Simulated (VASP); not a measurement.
Input of a VASP 6.6.1 run:

Contents of INCAR:

```
SYSTEM = Ba3HfO
PREC = Accurate
ENCUT = 520
EDIFF = 1E-7
ISMEAR = 0
SIGMA = 0.1
LREAL = .False.
LASPH = .True.
NELM = 80
ALGO = Normal
ISIF = 2
LWAVE = .False.
LCHARG = .False.
GGA = PE
NBANDS = 31
```

Contents of KPOINTS:

```
Automatic mesh
0
Gamma
  4 4 4
  0 0 0
```

File POSCAR:

```
Ba3HfO
1.0
    4.8703367500      0.0000000000      0.0000000000
    0.0000000000      4.8703367500      0.0000000000
    0.0000000000      0.0000000000      6.4432782800
Ba Hf O
3 1 1
Direct
    0.5000000000      0.0000000000      0.5000000000
    0.0000000000      0.5000000000      0.5000000000
    0.0000000000      0.0000000000      0.0000000000
    0.5000000000      0.5000000000      0.0000000000
    0.5000000000      0.5000000000      0.5000000000
```

Potentials or basis: VASP PAW PBE potentials, release 64 (Ba_sv, Hf_pv, O).

The run is started by

```console
$ cat potpaw_PBE.64/Ba_sv/POTCAR potpaw_PBE.64/Hf_pv/POTCAR potpaw_PBE.64/O/POTCAR > POTCAR
$ mpirun -np 1 vasp_std > vasp.out
```

(1) What does it give for the band gap on the k mesh?

(2) Estimate the pressure.

## Answers

(1) zero (band 23 reaches 3.79 eV, above the bottom of band 24 at 2.74 eV).

(2) 8.7 GPa.

Caveat: spin-orbit coupling is left out, which moves the levels of the heavy elements.
